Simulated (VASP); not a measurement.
Input of a VASP 6.6.1 run:

Contents of INCAR:

```
PREC     = Accurate       # precision mode
ENCUT    = 520            # plane-wave cutoff, eV
EDIFF    = 1E-6           # SCF threshold, eV
ISMEAR   = 0              # smearing method
SIGMA    = 0.15           # smearing width, eV
LREAL    = F              # projectors in reciprocal space
LASPH    = T              # aspherical terms in the spheres
NELM     = 150            # most SCF steps
ALGO     = Normal         # electronic algorithm
ISIF     = 2              # what is computed and relaxed
LWAVE    = F              # write WAVECAR
LCHARG   = F              # write CHGCAR
ISPIN    = 2              # spin polarisation
MAGMOM   = 0.825 0 0      # initial moments
LORBIT   = 11             # projections on sites
NUPDOWN  = 0.825          # fixed moment
LMAXMIX  = 4              # l up to which the mixer works
GGA      = PS             # functional
NBANDS   = 20             # bands
```

Contents of KPOINTS:

```
Automatic mesh
0
Gamma
  14 14 14
```

File POSCAR:

```
CoSi2
1.0
    0.0000000000      2.7585956939      2.7585956939
    2.7585956939      0.0000000000      2.7585956939
    2.7585956939      2.7585956939      0.0000000000
Co Si
1 2
Direct
    0.0000000000      0.0000000000      0.0000000000
    0.2500000000      0.2500000000      0.2500000000
    0.7500000000      0.7500000000      0.7500000000
```

Potentials or basis: VASP PAW PBE potentials, release 64 (Co, Si).

Launch:

```bash
$ cat potpaw_PBE.64/Co/POTCAR potpaw_PBE.64/Si/POTCAR > POTCAR
$ mpirun -np 1 vasp_std > vasp.out
```

Q: Predict the pressure.

A: -14.4 GPa.

Caveat: the PAW data sets were made with another functional, which shifts forces and pressure a little; the total moment is fixed, so each spin has its own Fermi level.
